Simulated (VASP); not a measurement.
Input of a VASP 6.6.1 run:

INCAR

```
PREC = Accurate
ENCUT = 520
EDIFF = 1E-7
ISMEAR = 0
SIGMA = 0.02
LREAL = F
LASPH = T
NELM = 80
ALGO = Normal
ISIF = 2
LWAVE = F
LCHARG = F
GGA = PE
IVDW = 12
NBANDS = 16
```

The input KPOINTS:

```
Automatic mesh
0
Gamma
  12 12 4
```

File POSCAR:

```
BN
1.0
    2.5082190551      0.0000000000      0.0000000000
   -1.2541095276      2.1721814200      0.0000000000
    0.0000000000      0.0000000000      6.8028077007
B N
2 2
Direct
    0.3333333333      0.6666666667      0.2500000000
    0.6666666667      0.3333333333      0.7500000000
    0.3333333333      0.6666666667      0.7500000000
    0.6666666667      0.3333333333      0.2500000000
```

Potentials or basis: VASP PAW PBE potentials, release 64 (B, N).

The run is started by

```sh
$ cat potpaw_PBE.64/B/POTCAR potpaw_PBE.64/N/POTCAR > POTCAR
$ mpirun -np 1 vasp_std > vasp.out
```

Q: Predict the pressure.

A: -0.6 GPa.

Q: Predict the band gap on the k mesh.

A: 4.30 eV, indirect (least direct gap 4.64 eV).

Q: Estimate the dispersion energy per atom.

A: -0.137 eV.

Stress tensor (GPa, compression positive):
```
-0.52  0.00  0.00
 0.00 -0.52  0.00
 0.00  0.00 -0.83
```

 A k mesh can miss the band edges.
